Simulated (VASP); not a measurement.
# In7GaP8 (P1) in VASP: single point with RPBE

Aim: the single point of In7GaP8 with RPBE.

Program: VASP 6.6.1. These are calculated values, not measurements. Logs are shortened: lines on timing, memory, paths and dates and some standing lists are left out, and cuts for length are marked.

## (1) The cell of the first run

The typed cell holds 16 atoms: a = 11.651 Å, b = 5.825 Å, c = 5.825 Å, α = 90.00°, β = 90.00°, γ = 90.00°.

## (2) Single point, RPBE

INCAR reads:

```
PREC = Accurate
ENCUT = 520
EDIFF = 1E-6
ISMEAR = -1
SIGMA = 0.05
LREAL = Auto
LASPH = True
NELM = 80
ALGO = Normal
ISIF = 2
LWAVE = False
LCHARG = False
GGA = RP
NBANDS = 86
```

KPOINTS reads:

```
Automatic mesh
0
Gamma
  2 2 2
  0.5 0.5 0.5
```

POSCAR reads:

```
In7GaP8
1.0
   11.6505350000      0.0000000000      0.0000000000
    0.0000000000      5.8252670000      0.0000000000
    0.0000000000      0.0000000000      5.8252670000
In P Ga
7 8 1
Direct
    0.0063910000      0.0091680000      0.0088380000
    0.4961570000      0.9734480000      0.9878120000
    0.2472040000      0.5204220000      0.9979650000
    0.7584710000      0.4996280000      0.0110370000
    0.2561290000      0.0014590000      0.4938230000
    0.7441980000      0.0218690000      0.5098050000
    0.0014390000      0.4921940000      0.5138770000
    0.1258960000      0.2216760000      0.2529180000
    0.6145790000      0.2717470000      0.2445690000
    0.3748150000      0.7724550000      0.2486550000
    0.8669370000      0.7552160000      0.2560500000
    0.3680530000      0.2283280000      0.7495550000
    0.8645970000      0.2506370000      0.7415200000
    0.1216410000      0.7626950000      0.7489500000
    0.6313410000      0.7594850000      0.7481720000
    0.4955570000      0.4999840000      0.5085200000
```

Potentials or basis: VASP PAW PBE potentials, release 64 (In_d, P, Ga_d).

Launch:

```
> cat potpaw_PBE.64/In_d/POTCAR potpaw_PBE.64/P/POTCAR potpaw_PBE.64/Ga_d/POTCAR > POTCAR
> mpirun -np 1 vasp_std > vasp.out
```

OUTCAR:

```text
PREC = Accurate
   ENCUT = 520
   EDIFF = 1E-6
   ISMEAR = -1
   LREAL = Auto
   LASPH = True
   NELM = 80
   ISIF = 2
   GGA = RP

 ion  position               nearest neighbor table
   1  0.006  0.009  0.009-   8 2.34  14 2.48  11 2.63  13 2.67   3 4.00
   2  0.496  0.973  0.988-  10 2.38  15 2.45  12 2.52   9 2.68   3 3.92   5 4.02   6 4.02
   3  0.247  0.520  0.998-  14 2.50  10 2.55  12 2.64   8 2.69   2 3.92   1 4.00   7 4.02
   4  0.758  0.500  0.011-  11 2.42  13 2.47   9 2.53  15 2.61
   5  0.256  0.001  0.494-  12 2.38  10 2.39   8 2.43  14 2.57   2 4.02
   6  0.744  0.022  0.510-  13 2.36  15 2.45  11 2.58   9 2.61   2 4.02
   7  0.001  0.492  0.514-  13 2.51  14 2.51   8 2.63  11 2.66   3 4.02
   8  0.126  0.222  0.253-   1 2.34   5 2.43   7 2.63   3 2.69
   9  0.615  0.272  0.245-  16 2.46   4 2.53   6 2.61   2 2.68
  10  0.375  0.772  0.249-   2 2.38   5 2.39   3 2.55  16 2.61
  11  0.867  0.755  0.256-   4 2.42   6 2.58   1 2.63   7 2.66
  12  0.368  0.228  0.750-   5 2.38   2 2.52  16 2.59   3 2.64
  13  0.865  0.251  0.742-   6 2.36   4 2.47   7 2.51   1 2.67
  14  0.122  0.763  0.749-   1 2.48   3 2.50   7 2.51   5 2.57
  15  0.631  0.759  0.748-   2 2.45   6 2.45  16 2.60   4 2.61
  16  0.496  0.500  0.509-   9 2.46  12 2.59  15 2.60  10 2.61

  LATTYP: Found a simple tetragonal cell.
 ALAT       =     5.8252670000
 C/A-ratio  =     2.0000001717

  Lattice vectors:

 A1 = (   0.0000000000,   5.8252670000,   0.0000000000)
 A2 = (   0.0000000000,   0.0000000000,   5.8252670000)
 A3 = (  11.6505350000,   0.0000000000,   0.0000000000)

Analysis of symmetry for initial positions (statically):
=====================================================================
 Subroutine PRICEL returns:
 Original cell was already a primitive cell.

 Routine SETGRP: Setting up the symmetry group for a
 simple tetragonal supercell.

 Subroutine GETGRP returns: Found  1 space group operations
 (whereof  1 operations were pure point group operations)
 out of a pool of 16 trial point group operations.

The static configuration has the point symmetry C_1 .

Analysis of symmetry for dynamics (positions and initial velocities):
=====================================================================
 Subroutine PRICEL returns:
 Original cell was already a primitive cell.

 Routine SETGRP: Setting up the symmetry group for a
 simple tetragonal supercell.

 Subroutine GETGRP returns: Found  1 space group operations
 (whereof  1 operations were pure point group operations)
 out of a pool of 16 trial point group operations.
[... 113 lines left out ...]
   NFREE  =      0    steps in history (QN), initial steepest desc. (CG)
   ISIF   =      2    stress and relaxation
   ISYM   =      2    0-nonsym 1-usesym 2-fastsym
   POTIM  = 0.5000    time-step for ionic-motion
   TEBEG  =    0.0;   TEEND  =   0.0 temperature during run
   PSTRESS=    0.0 pullay stress
   NELECT =     144.0000    total number of electrons
   NUPDOWN=      -1.0000    fix difference up-down
   EMIN   =  10.00;   EMAX   =-10.00  energy-range for DOS
   EFERMI =   0.00;   METHOD = LEGACY
   ISMEAR =    -1;   SIGMA  =   0.05  broadening in eV -4-tet -1-fermi 0-gaus
   EFERMI_NEDOS =   21; number of points for ismear=-14 and -15
   IALGO  =     38    algorithm
   IMIX   =      4    mixing-type and parameters
     AMIX     =   0.40;   BMIX     =  1.00
     AMIX_MAG =   1.60;   BMIX_MAG =  1.00
  volume/ion in A,a.u.               =      24.71       166.75
  Fermi-wavevector in a.u.,A,eV,Ry     =   1.169149  2.209371 18.597927  1.366909
  Thomas-Fermi vector in A             =   2.305626
   LORBIT       =      0    0 simple, 1 ext, 2 COOP (PROOUT), +10 PAW based schemes
   GGA     = RP    functional components
   LHFCALC =     F    Hartree Fock is set to
   AEXX    =    0.0000 exact exchange contribution
   IVDW    =     0    specifies the selected vdW correction
   LEPSILON=     F    determine dielectric tensor
   LRPA    =     F    only Hartree local field effects (RPA)
 non-spin polarized calculation
  energy-cutoff  :      520.00
  volume of cell :      395.35
 maximum number of plane-waves:     10657
 NGX is ok and might be reduce to    90
   NGX = 43   NGY = 21   NGZ = 21

 number of electron     143.9999985 magnetization

 Free energy of the ion-electron system (eV)
  ---------------------------------------------------
  ext. energy  EPLUGINS =         0.00000000
  ---------------------------------------------------
  free energy    TOTEN  =       -60.28567012 eV

  energy without entropy =      -60.28567011  energy(sigma->0) =      -60.28567012

 E-fermi :   5.9838     XC(G=0):  -9.1373

 val. band max:        5.0393910245   @ k =   0.2500  -0.2500  -0.2500
 cond. band min:       6.9259343367   @ k =   0.2500  -0.2500  -0.2500
 fundamental gap:      1.8865433122
 Fermi energy:         5.9837698290

 k-point     1 :       0.2500    0.2500    0.2500
  band No.  band energies     occupation
      1      -9.4071      2.00000
      2      -9.3721      2.00000
      3      -9.3508      2.00000
      4      -9.3400      2.00000
      5      -9.3098      2.00000
      6      -9.2930      2.00000
[... 337 lines left out ...]
     83       9.3643      0.00000
     84       9.4578      0.00000
 [bands above 84 left out]

------------------------ aborting loop because EDIFF is reached ----------------------------------------

  FORCE on cell =-STRESS in cart. coord.  units (eV):
  Direction    XX          YY          ZZ          XY          YZ          ZX
  --------------------------------------------------------------------------------------
  -------------------------------------------------------------------------------------
  Total       13.9129972     14.0000686     16.2068530      2.8107315      4.6013001      1.1575606
  in kB       56.3837218     56.7365866     65.6797868     11.3907521     18.6471987      4.6911227
  external PRESSURE =      59.6000317 kB  Pullay stress =       0.0000000 kB

 VOLUME and BASIS-vectors are now :
 -----------------------------------------------------------------------------
  energy-cutoff  :      520.00
  volume of cell :      395.35
      direct lattice vectors                 reciprocal lattice vectors
    11.650535000  0.000000000  0.000000000     0.085832968  0.000000000  0.000000000
     0.000000000  5.825267000  0.000000000     0.000000000  0.171665951  0.000000000
     0.000000000  0.000000000  5.825267000     0.000000000  0.000000000  0.171665951

 POSITION                                       TOTAL-FORCE (eV/Angst)
 -----------------------------------------------------------------------------------
      0.07446      0.05341      0.05148        -2.041890     -0.797695     -0.818792
      5.78049      5.67059      5.75427         0.981909      1.433592      0.028326
      2.88006      3.03160      5.81341         0.112334     -0.986556      0.307893
      8.83659      2.91047      0.06429        -1.034422      0.073915     -0.328055
      2.98404      0.00850      2.87665        -0.928953     -0.392894      0.316791
      8.67030      0.12739      2.96975        -0.879411     -0.451334     -1.703370
[... 8 lines left out ...]
      7.35546      4.42420      4.35830        -0.880191     -1.675423     -0.321950
      5.77350      2.91254      2.96226         0.165191      0.119976     -0.121968
 -----------------------------------------------------------------------------------
    total drift:                               -0.003295     -0.006407     -0.012739

  FREE ENERGIE OF THE ION-ELECTRON SYSTEM (eV)
  ---------------------------------------------------
  free  energy   TOTEN  =       -60.2856701212 eV

  energy  without entropy=      -60.2856701092  energy(sigma->0) =      -60.28567012
```

stdout:

```text
POSCAR found type information on POSCAR InP Ga
 POSCAR found :  3 types and      16 ions
 scaLAPACK will be used
 -----------------------------------------------------------------------------
|                                                                             |
|                                                                             |
|     You enforced a specific xc type in the INCAR file but a different       |
|     I HOPE YOU KNOW WHAT YOU ARE DOING!                                     |
|                                                                             |
 -----------------------------------------------------------------------------

 LDA part: xc-table for (Slater+PW92), standard interpolation
 POSCAR, INCAR and KPOINTS ok, starting setup
 FFT: planning ... GRIDC
 FFT: planning ... GRID_SOFT
 FFT: planning ... GRID
 WAVECAR not read
 entering main loop
```

Wall time 7.8 min (1 thread of Intel Xeon 8259CL, shared host); peak memory 0.5 GiB.

Results:

- Free energy: -60.2857 eV
- Pressure: 6.0 GPa
- Largest force: 2.684 eV/Å
- Band gap on the k mesh: 1.89 eV

Forces in eV/Å, atoms in the order of the input:
```
In  -2.042 -0.798 -0.819
In   0.982  1.434  0.028
In   0.112 -0.987  0.308
In  -1.034  0.074 -0.328
In  -0.929 -0.393  0.317
In  -0.879 -0.451 -1.703
In  -0.247  0.163 -0.832
P    0.459  2.589  0.450
P   -0.456 -0.362  0.409
P    0.401 -2.516  0.843
P    1.247  0.531  0.508
P    1.090  2.299  0.331
P    1.727  0.282  1.340
P    0.284 -0.310 -0.408
P   -0.880 -1.675 -0.322
Ga   0.165  0.120 -0.122
```

Stress tensor (GPa, compression positive):
```
5.64 1.14 0.47
1.14 5.67 1.86
0.47 1.86 6.57
```

Caveat: the cell stands under pressure; the PAW data sets were made with another functional, which shifts forces and pressure a little; spin-orbit coupling is left out, which moves the levels of the heavy elements; a shifted mesh leaves out Γ, where band edges can lie. A k mesh can miss the band edges.
